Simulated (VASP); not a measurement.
# CsCl (Pm-3m) in VASP: notebook, part 2 of 2

VASP 6.6.1. Earlier steps stand in the parts before.

### 4 Relaxation of cell and atoms, PBE

This run uses another cell than the first one, of 35.57 Å³/atom.

Contents of INCAR:

```
SYSTEM = CsCl
PREC = Accurate
ENCUT = 500
EDIFF = 1E-7
ISMEAR = -1
SIGMA = 0.02
LREAL = .False.
LASPH = .True.
NELM = 120
ALGO = Normal
ISIF = 3
LWAVE = .False.
LCHARG = .False.
GGA = PE
IBRION = 2
NSW = 80
EDIFFG = -0.005
GGA_COMPAT = .False.
NELMIN = 4
```

Contents of KPOINTS:

```
regular mesh
0
Gamma
  6 6 6
  0 0 0
```

Contents of POSCAR:

```
CsCl
1.0
    4.1436983400      0.0000000000      0.0000000000
    0.0000000000      4.1436983400      0.0000000000
    0.0000000000      0.0000000000      4.1436983400
Cs Cl
1 1
Direct
    0.0000000000      0.0000000000      0.0000000000
    0.5000000000      0.5000000000      0.5000000000
```

Run with:

```
> cat potpaw_PBE.64/Cs_sv/POTCAR potpaw_PBE.64/Cl/POTCAR > POTCAR
> mpirun -np 1 vasp_std > vasp.out
```

Wall time 50 s (1 thread of Intel Xeon 8259CL, shared host); peak memory 0.17 GiB.

The run converged. Its results:

| Property | Result |
| --- | --- |
| Free energy | -6.5403 eV |
| Relaxed volume | 37.23 Å³/atom |
| Relaxed cell | a = 4.207 Å, b = 4.207 Å, c = 4.207 Å, α = 90.00°, β = 90.00°, γ = 90.00° |
| Space group after relaxing (to 0.1 Å) | Pm-3m (No. 221) |
| Energy gained by relaxing | 3.6 meV/atom |
| Ionic steps | 4 |
| Pressure after relaxing | 0.0 GPa |
| Band gap on the k mesh | 5.00 eV |

Step by step:
```tsv
step	energy change (eV)	largest force (eV/Å)	pressure (GPa)	volume (Å³)
1	0.0000	0.0000	0.74	71.15
2	-0.0057	0.0000	0.33	72.86
3	-0.0072	0.0000	-0.04	74.63
4	-0.0073	0.0000	0.00	74.45
```

Final structure:
```xyz
2
Lattice="4.2069 0.0000 0.0000 0.0000 4.2069 0.0000 0.0000 0.0000 4.2069" Properties=species:S:1:pos:R:3 pbc="T T T"
Cs    0.0000    0.0000    0.0000
Cl    2.1034    2.1034    2.1034
```

Levels at points of the mesh, in eV from the valence-band top:
```
           k point  band 6  band 7  band 8  band 9  band 10  band 11
(0.00, 0.00, 0.00)    0.00    0.00    0.00    5.00     5.44     5.44
(0.50, 0.00, 0.00)   -1.05   -0.19   -0.19    6.38     7.32     8.50
(0.50, 0.50, 0.00)   -0.41   -0.41   -0.03    5.89     5.97     7.90
(0.50, 0.50, 0.50)   -0.95   -0.95   -0.95    8.23     8.23     8.23
```

Caveat: spin-orbit coupling is left out, which moves the levels of the heavy elements.

### 5 Relaxation of cell and atoms, PBEsol

Contents of INCAR:

```
ALGO = Normal
EDIFF = 1E-7
EDIFFG = -0.005
ENCUT = 500
GGA = PS
GGA_COMPAT = F
IBRION = 2
ISIF = 3
ISMEAR = -1
LASPH = T
LCHARG = F
LREAL = F
LWAVE = F
NELM = 120
NELMIN = 4
NSW = 80
PREC = Accurate
SIGMA = 0.02
```

Contents of KPOINTS:

```
k-points
0
Gamma
  6 6 6
```

Contents of POSCAR:

```
CsCl
1.0
    4.2029291410      0.0000000000      0.0000000000
    0.0000000000      4.2029291410      0.0000000000
    0.0000000000      0.0000000000      4.2029291410
Cs Cl
1 1
Direct
    0.0000000000      0.0000000000      0.0000000000
    0.5000000000      0.5000000000      0.5000000000
```

Potentials or basis: VASP PAW PBE potentials, release 64 (Cs_sv, Cl).

Run with:

```
> cat potpaw_PBE.64/Cs_sv/POTCAR potpaw_PBE.64/Cl/POTCAR > POTCAR
> mpirun -np 1 vasp_std > vasp.out
```

OUTCAR:

```text
EDIFF = 1E-7
   EDIFFG = -0.005
   ENCUT = 500
   GGA = PS
   IBRION = 2
   ISIF = 3
   ISMEAR = -1
   LASPH = T
   LREAL = F
   NELM = 120
   NELMIN = 4
   NSW = 80
   PREC = Accurate

 ion  position               nearest neighbor table
   1  0.000  0.000  0.000-
   2  0.500  0.500  0.500-

  LATTYP: Found a simple cubic cell.
 ALAT       =     4.2029291410

  Lattice vectors:

 A1 = (   4.2029291410,   0.0000000000,   0.0000000000)
 A2 = (   0.0000000000,   4.2029291410,   0.0000000000)
 A3 = (   0.0000000000,   0.0000000000,   4.2029291410)

Analysis of symmetry for initial positions (statically):
=====================================================================
 Subroutine PRICEL returns:
 Original cell was already a primitive cell.

 Routine SETGRP: Setting up the symmetry group for a
 simple cubic supercell.

[... 212 lines left out ...]
      4      -6.3307      2.00000
      5      -6.3307      2.00000
      6      -0.4696      2.00000
      7      -0.4696      2.00000
      8      -0.4696      2.00000
      9       4.5307      0.00000
     10       4.8069      0.00000
     11       4.8069      0.00000
     12       9.4906      0.00000
[... 354 lines left out ...]
--------------------------------------- Ionic step        4  -------------------------------------------

 number of electron      16.0000006 magnetization

 Free energy of the ion-electron system (eV)
  ---------------------------------------------------
  ext. energy  EPLUGINS =         0.00000000
  ---------------------------------------------------
  free energy    TOTEN  =        -6.84662310 eV

  energy without entropy =       -6.84662310  energy(sigma->0) =       -6.84662310

 E-fermi :   0.2486     XC(G=0):  -8.6515

 val. band max:       -0.2084943973   @ k =   0.0000   0.0000   0.0000
 cond. band min:       5.0080942327   @ k =   0.0000   0.0000   0.0000
 fundamental gap:      5.2165886300
 Fermi energy:         0.2485844536

 k-point     1 :       0.0000    0.0000    0.0000
  band No.  band energies     occupation
      1     -19.5366      2.00000
      2     -12.4180      2.00000
      3      -5.9790      2.00000
      4      -5.9790      2.00000
      5      -5.9790      2.00000
      6      -0.2085      2.00000
      7      -0.2085      2.00000
      8      -0.2085      2.00000
      9       5.0081      0.00000
     10       5.0095      0.00000
     11       5.0095      0.00000
     12       9.9209      0.00000
[... 312 lines left out ...]
  FREE ENERGIE OF THE ION-ELECTRON SYSTEM (eV)
  ---------------------------------------------------
  free  energy   TOTEN  =        -6.8466231049 eV

  energy  without entropy=       -6.8466231049  energy(sigma->0) =       -6.84662310

 reached required accuracy - stopping structural energy minimisation
```

CONTCAR:

```text
CsCl
   1.00000000000000
     4.0717246307569841    0.0000000000000000   -0.0000000000000000
    -0.0000000000000000    4.0717246307569841    0.0000000000000000
     0.0000000000000000    0.0000000000000000    4.0717246307569841
  Cs              Cl
     1     1
Direct
     0.0000000000000000    0.0000000000000000    0.0000000000000000
     0.5000000000000000    0.5000000000000000    0.5000000000000000

  0.00000000E+00  0.00000000E+00  0.00000000E+00
  0.00000000E+00  0.00000000E+00  0.00000000E+00
```

Wall time 66 s (1 thread of Intel Xeon 8259CL, shared host); peak memory 0.19 GiB.

Results:

```
Free energy                           : -6.8466 eV
Relaxed volume                        : 33.75 Å³/atom
Relaxed cell                          : a = 4.072 Å, b = 4.072 Å, c = 4.072 Å, α = 90.00°, β = 90.00°, γ = 90.00°
Space group after relaxing (to 0.1 Å) : Pm-3m (No. 221)
Energy gained by relaxing             : 15.9 meV/atom
Ionic steps                           : 4
Pressure after relaxing               : 0.0 GPa
Band gap on the k mesh                : 5.22 eV
```

The path:
| step | energy change (eV) | largest force (eV/Å) | pressure (GPa) | volume (Å³) |
| --- | --- | --- | --- | --- |
| 1 | 0.0000 | 0.0000 | -1.38 | 74.24 |
| 2 | -0.0232 | 0.0000 | -0.80 | 70.87 |
| 3 | -0.0318 | 0.0000 | -0.08 | 67.80 |
| 4 | -0.0319 | 0.0000 | 0.01 | 67.50 |

Final structure:
```cif
data_structure
_symmetry_space_group_name_H-M 'P 1'
_symmetry_Int_Tables_number 1
_cell_length_a 4.0717
_cell_length_b 4.0717
_cell_length_c 4.0717
_cell_angle_alpha 90.000
_cell_angle_beta 90.000
_cell_angle_gamma 90.000
_cell_volume 67.50
loop_
_atom_site_label
_atom_site_type_symbol
_atom_site_fract_x
_atom_site_fract_y
_atom_site_fract_z
_atom_site_occupancy
Cs1 Cs 0.00000 0.00000 0.00000 1
Cl1 Cl 0.50000 0.50000 0.50000 1
```

Levels at points of the mesh, in eV from the valence-band top:
```csv
k point,band 6,band 7,band 8,band 9,band 10,band 11
"(0.00, 0.00, 0.00)",0.00,0.00,0.00,5.22,5.22,5.22
"(0.50, 0.00, 0.00)",-1.30,-0.28,-0.28,6.32,7.67,8.94
"(0.50, 0.50, 0.00)",-0.44,-0.44,-0.08,5.84,5.91,7.93
"(0.50, 0.50, 0.50)",-1.23,-1.23,-1.23,8.58,8.58,8.58
```

Caveat: the PAW data sets were made with another functional, which shifts forces and pressure a little; spin-orbit coupling is left out, which moves the levels of the heavy elements.

### 6 Summary

| task | level | cell | cutoff (eV) | gap on the mesh (eV) | pressure (GPa) | relaxed volume (Å³/atom) |
| --- | --- | --- | --- | --- | --- | --- |
| single point | PBE | a = 4.203 Å, 2 atoms | 500 | 5.01 | 0.0 | - |
| single point | r2SCAN | a = 4.137 Å, 2 atoms | 550 | 5.91 | 0.1 | - |
| relaxation of cell and atoms | PBE | relaxed from a = 4.144 Å, 2 atoms | 500 | 5.00 | 0.0 | 37.23 |
| relaxation of cell and atoms | PBEsol | relaxed from a = 4.203 Å, 2 atoms | 500 | 5.22 | 0.0 | 33.75 |

Alike in all rows: potentials or basis VASP PAW PBE potentials, release 64 (Cs_sv, Cl); no spin polarisation; k mesh 6 × 6 × 6; smearing fermi-dirac 0.02 eV.

Caveats: spin-orbit coupling is left out, which moves the levels of the heavy elements; the PAW data sets were made with another functional, which shifts forces and pressure a little (at least some runs).

Total energies depend on the potentials used, so only differences within one code and one set of settings carry meaning.
